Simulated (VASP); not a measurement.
Here is a VASP 6.6.1 calculation.

INCAR

```
  ALGO = Normal
  EDIFF = 1E-6
  ENCUT = 520
  GGA = PE
  ISIF = 2
  ISMEAR = 0
  LASPH = True
  LCHARG = False
  LREAL = False
  LWAVE = False
  NBANDS = 11
  NELM = 80
  PREC = Accurate
  SIGMA = 0.05
```

The input KPOINTS:

```
k-points
0
Gamma
  12 12 12
```

The input POSCAR:

```
BN
1.0
    0.0000000000      1.7404809600      1.8855210400
    1.7404809600      0.0000000000      1.8855210400
    1.7404809600      1.7404809600      0.0000000000
B N
1 1
Direct
    0.0000000000      0.0000000000      0.0000000000
    0.7500000000      0.7500000000      0.7500000000
```

Potentials or basis: VASP PAW PBE potentials, release 64 (B, N).

Run with:

```bash
$ cat potpaw_PBE.64/B/POTCAR potpaw_PBE.64/N/POTCAR > POTCAR
$ mpirun -np 1 vasp_std > vasp.out
```

Task: Predict the pressure.

Result: 16.9 GPa.

Task: Estimate the band gap on the k mesh.

Result: 3.75 eV, indirect (least direct gap 8.54 eV).

Stress tensor (GPa, compression positive):
```
 35.76   0.00   0.00
  0.00  35.76   0.00
  0.00   0.00 -20.88
```

Caveat: the cell differs from its parent crystal (strain -0.040 along x and y, +0.040 along z). A k mesh can miss the band edges.
